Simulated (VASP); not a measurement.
# B (P-3m1) in VASP: further runs

Runs on B. Level: PBE. Tasks: single point, relaxation of cell and atoms.

Everything below comes from runs of VASP 6.6.1. Logs are shortened: lines on timing, memory, paths and dates and some standing lists are left out, and cuts for length are marked.

## (1) The cell of the first run

The structure is trigonal, space group P-3m1 (No. 164). The conventional cell has a = 2.372 Å, b = 2.372 Å, c = 9.275 Å, α = 90.00°, β = 90.00°, γ = 120.00°. B (site symmetry -3m) has 14 B at 1.93 to 2.67 Å within 2.7 Å. B (site symmetry 3m) has 12 B at 1.90 to 2.37 Å within 2.5 Å. Within 2.5 Å of B (site symmetry 3m) lie 12 B at 1.90 to 2.37 Å. Within 2.5 Å of B (site symmetry 3m) lie 12 B at 1.87 to 2.37 Å.

The cell was generated, and may not be a known phase.

## (2) Single point, PBE

INCAR

```
SYSTEM = B
ALGO = Normal
EDIFF = 1E-6
ENCUT = 520
GGA = PE
ISIF = 2
ISMEAR = 0
LASPH = .TRUE.
LCHARG = .FALSE.
LREAL = .FALSE.
LWAVE = .FALSE.
NBANDS = 20
NELM = 60
PREC = Accurate
SIGMA = 0.1
```

KPOINTS

```
k-points
0
G
  18 18 4
  0 0 0
```

POSCAR

```
B
1.0
    2.3722803912      0.0000000000      0.0000000000
   -1.1861401956      2.0544550837      0.0000000000
    0.0000000000      0.0000000000      9.2745322329
B
7
Direct
    0.0000000000      0.0000000000      0.0000000000
    0.3333333333      0.6666666667      0.1460692016
    0.0000000000      0.0000000000      0.2875553785
    0.6666666667      0.3333333333      0.4311698205
    0.3333333333      0.6666666667      0.5688301795
    0.0000000000      0.0000000000      0.7124446215
    0.6666666667      0.3333333333      0.8539307984
```

Potentials or basis: VASP PAW PBE potentials, release 64 (B).

On the command line:

```console
cat potpaw_PBE.64/B/POTCAR > POTCAR
mpirun -np 1 vasp_std > vasp.out
```

OUTCAR:

```text
SYSTEM = B
   EDIFF = 1E-6
   ENCUT = 520
   GGA = PE
   ISIF = 2
   ISMEAR = 0
   LASPH = .TRUE.
   LREAL = .FALSE.
   NELM = 60
   PREC = Accurate

 ion  position               nearest neighbor table
   1  0.000  0.000  0.000-   2 1.93   7 1.93   7 1.93   2 1.93   7 1.93   2 1.93
   2  0.333  0.667  0.146-   3 1.90   3 1.90   3 1.90   1 1.93   1 1.93   1 1.93
   3  0.000  0.000  0.288-   2 1.90   2 1.90   2 1.90   4 1.91   4 1.91   4 1.91
   4  0.667  0.333  0.431-   5 1.87   5 1.87   5 1.87   3 1.91   3 1.91   3 1.91
   5  0.333  0.667  0.569-   4 1.87   4 1.87   4 1.87   6 1.91   6 1.91   6 1.91
   6  0.000  0.000  0.712-   7 1.90   7 1.90   7 1.90   5 1.91   5 1.91   5 1.91
   7  0.667  0.333  0.854-   6 1.90   6 1.90   6 1.90   1 1.93   1 1.93   1 1.93

  LATTYP: Found a hexagonal cell.
 ALAT       =     2.3722803912
 C/A-ratio  =     3.9095430149

  Lattice vectors:

 A1 = (   2.3722803912,   0.0000000000,   0.0000000000)
 A2 = (  -1.1861401956,   2.0544550837,   0.0000000000)
 A3 = (   0.0000000000,   0.0000000000,   9.2745322329)

Analysis of symmetry for initial positions (statically):
=====================================================================
 Subroutine PRICEL returns:
 Original cell was already a primitive cell.

 Routine SETGRP: Setting up the symmetry group for a
 hexagonal supercell.

 Subroutine GETGRP returns: Found 12 space group operations
 (whereof 12 operations were pure point group operations)
 out of a pool of 24 trial point group operations.

The static configuration has the point symmetry D_3d.

Analysis of symmetry for dynamics (positions and initial velocities):
=====================================================================
 Subroutine PRICEL returns:
 Original cell was already a primitive cell.

 Routine SETGRP: Setting up the symmetry group for a
 hexagonal supercell.

 Subroutine GETGRP returns: Found 12 space group operations
 (whereof 12 operations were pure point group operations)
 out of a pool of 24 trial point group operations.

The dynamic configuration has the point symmetry D_3d.

 Subroutine INISYM returns: Found 12 space group operations
 (whereof 12 operations are pure point group operations),
 and found     1 'primitive' translations

----------------------------------------------------------------------------------------

                                     Primitive cell

  volume of cell :      45.2017

  direct lattice vectors                    reciprocal lattice vectors
     2.372280391  0.000000000  0.000000000     0.421535331  0.243373537  0.000000000
    -1.186140196  2.054455084  0.000000000     0.000000000  0.486747074  0.000000000
     0.000000000  0.000000000  9.274532233     0.000000000  0.000000000  0.107822149

  length of vectors
     2.372280391  2.372280391  9.274532233     0.486747074  0.486747074  0.107822149

  position of ions in fractional coordinates (direct lattice)
     0.000000000  0.000000000  0.000000000
     0.333333333  0.666666667  0.146069202
     0.000000000  0.000000000  0.287555379
     0.666666667  0.333333333  0.431169821
     0.333333333  0.666666667  0.568830179
     0.000000000  0.000000000  0.712444621
     0.666666667  0.333333333  0.853930798

  ion indices of the primitive-cell ions
   primitive index   ion index
                 1           1
                 2           2
                 3           3
                 4           4
                 5           5
                 6           6
                 7           7

----------------------------------------------------------------------------------------

 KPOINTS: k-points

Automatic generation of k-mesh.
 Grid dimensions read from file:
 generate k-points for:   18   18    4

 Generating k-lattice:

  Cartesian coordinates                     Fractional coordinates (reciprocal lattice)
     0.023418630  0.013520752  0.000000000     0.055555556  0.000000000  0.000000000
     0.000000000  0.027041504  0.000000000     0.000000000  0.055555556  0.000000000
     0.000000000  0.000000000  0.026955537     0.000000000  0.000000000  0.250000000

  Length of vectors
     0.027041504  0.027041504  0.026955537

  Shift w.r.t. Gamma in fractional coordinates (k-lattice)
     0.000000000  0.000000000  0.000000000

 Subroutine IBZKPT returns following result:
 ===========================================

 Found    138 irreducible k-points:

 Following reciprocal coordinates:
            Coordinates               Weight
  0.000000  0.000000  0.000000      1.000000
  0.055556  0.000000  0.000000      6.000000
  0.111111  0.000000  0.000000      6.000000
  0.166667  0.000000  0.000000      6.000000
  0.222222  0.000000  0.000000      6.000000
  0.277778  0.000000  0.000000      6.000000
[... 16 lines left out ...]
  0.333333  0.111111  0.000000     12.000000
  0.388889  0.111111  0.000000     12.000000
 [... further k-points ...]
   k-points           NKPTS =    138   k-points in BZ     NKDIM =    138   number of bands    NBANDS=     20
   number of dos      NEDOS =    301   number of ions     NIONS =      7
   total plane-waves  NPLWV =  22680
   dimension x,y,z NGX =    18 NGY =   18 NGZ =   70
   dimension x,y,z NGXF=    36 NGYF=   36 NGZF=  140
   ions per type =               7
   NGX,Y,Z   is equivalent  to a cutoff of  12.61, 12.61, 12.55 a.u.
   NGXF,Y,Z  is equivalent  to a cutoff of  25.23, 25.23, 25.09 a.u.
 SYSTEM =  B
   PREC   = accura    normal or accurate (medium, high low for compatibility)
   ISTART =      0    job   : 0-new  1-cont  2-samecut
   ICHARG =      2    charge: 1-file 2-atom 10-const
   ISPIN  =      1    spin polarized calculation?
   LNONCOLLINEAR =      F non collinear calculations
   LSORBIT =      F    spin-orbit coupling
   LASPH  =      T    aspherical Exc in radial PAW
   ENCUT  =  520.0 eV  38.22 Ry    6.18 a.u.   4.41  4.41 17.24*2*pi/ulx,y,z
   NELM   =     60;   NELMIN=  2; NELMDL= -5     # of ELM steps
   EDIFF  = 0.1E-05   stopping-criterion for ELM
   LREAL  =      F    real-space projection
   EDIFFG = 0.1E-04   stopping-criterion for IOM
   NSW    =      0    number of steps for IOM
   IBRION =     -1    ionic relax: 0-MD 1-quasi-New 2-CG
   NFREE  =      0    steps in history (QN), initial steepest desc. (CG)
   ISIF   =      2    stress and relaxation
   ISYM   =      2    0-nonsym 1-usesym 2-fastsym
   POTIM  = 0.5000    time-step for ionic-motion
   TEBEG  =    0.0;   TEEND  =   0.0 temperature during run
   PSTRESS=    0.0 pullay stress
   NELECT =      21.0000    total number of electrons
   NUPDOWN=      -1.0000    fix difference up-down
   EMIN   =  10.00;   EMAX   =-10.00  energy-range for DOS
   EFERMI =   0.00;   METHOD = LEGACY
   ISMEAR =     0;   SIGMA  =   0.10  broadening in eV -4-tet -1-fermi 0-gaus
   EFERMI_NEDOS =   21; number of points for ismear=-14 and -15
   IALGO  =     38    algorithm
   IMIX   =      4    mixing-type and parameters
     AMIX     =   0.40;   BMIX     =  1.00
     AMIX_MAG =   1.60;   BMIX_MAG =  1.00
  volume/ion in A,a.u.               =       6.46        43.58
  Fermi-wavevector in a.u.,A,eV,Ry     =   1.267933  2.396046 21.873468  1.607655
  Thomas-Fermi vector in A             =   2.401055
   LORBIT       =      0    0 simple, 1 ext, 2 COOP (PROOUT), +10 PAW based schemes
   GGA     = PE    functional components
   LHFCALC =     F    Hartree Fock is set to
   AEXX    =    0.0000 exact exchange contribution
   IVDW    =     0    specifies the selected vdW correction
   LEPSILON=     F    determine dielectric tensor
   LRPA    =     F    only Hartree local field effects (RPA)
 non-spin polarized calculation
 Gauss-broadening in eV      SIGMA  =   0.10
  energy-cutoff  :      520.00
  volume of cell :       45.20
 maximum number of plane-waves:      1248
 NGX is ok and might be reduce to    18
   NGX =  9   NGY =  9   NGZ = 35

 number of electron      20.9999999 magnetization

 Free energy of the ion-electron system (eV)
  ---------------------------------------------------
  ext. energy  EPLUGINS =         0.00000000
  ---------------------------------------------------
  free energy    TOTEN  =       -38.53600703 eV

  energy without entropy =      -38.52785304  energy(sigma->0) =      -38.53193003

 E-fermi :   8.6312     XC(G=0): -12.5651

 val. band max:        8.6217486579   @ k =  -0.1111   0.3333   0.2500
 cond. band min:       8.6561751345   @ k =   0.2222   0.0000   0.5000
 fundamental gap:      0.0344264765
 Fermi energy:         8.6311901312

 k-point     1 :       0.0000    0.0000    0.0000
  band No.  band energies     occupation
      1      -8.7094      2.00000
      2      -7.3398      2.00000
      3      -7.3110      2.00000
      4      -3.2441      2.00000
      5      -3.1816      2.00000
      6       2.9188      2.00000
[... 12 lines left out ...]
     19      18.9090      0.00000
     20      19.0128      0.00000

 k-point     2 :       0.0556    0.0000    0.0000
  band No.  band energies     occupation
      1      -8.6206      2.00000
      2      -7.2515      2.00000
      3      -7.2227      2.00000
      4      -3.1575      2.00000
      5      -3.0953      2.00000
      6       3.0059      2.00000
[... 12 lines left out ...]
     19      18.6547      0.00000
     20      19.2401      0.00000
[... 465 lines left out ...]
      3      -2.7640      2.00000
      4       0.8477      2.00000
      5       0.9805      2.00000
      6       2.2233      2.00000
[... 12 lines left out ...]
     19      15.5638      0.00000
     20      19.0113      0.00000

 k-point    24 :       0.3889    0.1111    0.0000
  band No.  band energies     occupation
      1      -2.7851      2.00000
      2      -1.5623      2.00000
      3      -1.4901      2.00000
      4       0.2890      2.00000
      5       1.1467      2.00000
      6       1.3516      2.00000
[... 12 lines left out ...]
     19      14.7078      0.00000
     20      19.6103      0.00000

 [... further k-points ...]

------------------------ aborting loop because EDIFF is reached ----------------------------------------

  FORCE on cell =-STRESS in cart. coord.  units (eV):
  Direction    XX          YY          ZZ          XY          YZ          ZX
  --------------------------------------------------------------------------------------
  -------------------------------------------------------------------------------------
  Total       -0.0352551     -0.0352551      0.0164891      0.0000000      0.0000000      0.0000000
  in kB       -1.2496183     -1.2496183      0.5844572      0.0000000      0.0000000      0.0000000
  external PRESSURE =      -0.6382598 kB  Pullay stress =       0.0000000 kB

 VOLUME and BASIS-vectors are now :
 -----------------------------------------------------------------------------
  energy-cutoff  :      520.00
  volume of cell :       45.20
      direct lattice vectors                 reciprocal lattice vectors
     2.372280391  0.000000000  0.000000000     0.421535331  0.243373537  0.000000000
    -1.186140196  2.054455084  0.000000000     0.000000000  0.486747074  0.000000000
     0.000000000  0.000000000  9.274532233     0.000000000  0.000000000  0.107822149

 POSITION                                       TOTAL-FORCE (eV/Angst)
 -----------------------------------------------------------------------------------
      0.00000      0.00000      0.00000         0.000000      0.000000      0.000000
     -0.00000      1.36964      1.35472        -0.000000     -0.000000      0.000539
      0.00000      0.00000      2.66694         0.000000     -0.000000      0.000445
      1.18614      0.68482      3.99890        -0.000000      0.000000     -0.002756
     -0.00000      1.36964      5.27563         0.000000     -0.000000      0.002756
      0.00000      0.00000      6.60759        -0.000000      0.000000     -0.000445
      1.18614      0.68482      7.91981         0.000000      0.000000     -0.000539
 -----------------------------------------------------------------------------------
    total drift:                               -0.000000      0.000000      0.000000

  FREE ENERGIE OF THE ION-ELECTRON SYSTEM (eV)
  ---------------------------------------------------
  free  energy   TOTEN  =       -38.5360070299 eV

  energy  without entropy=      -38.5278530362  energy(sigma->0) =      -38.53193003
```

It took 80 s on 1 thread of Intel Xeon Platinum 8488C (Sapphire Rapids), shared host; peak memory 0.21 GiB.

Results:

- Free energy: -38.5360 eV
- Pressure: -0.1 GPa
- Band gap on the k mesh: zero (an odd number of electrons rules out a gap without spin polarisation)

Forces on the atoms (eV/Å):
```
B    0.000  0.000  0.000
B    0.000  0.000  0.001
B    0.000  0.000  0.000
B    0.000  0.000 -0.003
B    0.000  0.000  0.003
B    0.000  0.000  0.000
B    0.000  0.000 -0.001
```

Levels at points of the mesh, in eV from the Fermi level:
| k point | band 8 | band 9 | band 10 | band 11 | band 12 | band 13 |
| --- | --- | --- | --- | --- | --- | --- |
| (0.00, 0.00, 0.00) | 6.03 | 6.03 | 6.29 | 6.29 | 7.14 | 7.40 |
| (0.50, 0.00, 0.00) | -5.02 | -3.67 | -2.95 | 0.58 | 1.15 | 2.14 |
| (0.00, 0.00, 0.50) | 4.99 | 5.96 | 5.96 | 6.67 | 6.67 | 6.76 |
| (0.50, 0.00, 0.50) | -5.76 | -2.73 | -2.18 | -0.29 | 0.92 | 1.04 |

(Continued in part 2 of 2.)

The gap in the log of VASP goes by the Fermi energy; the results here count the filled bands.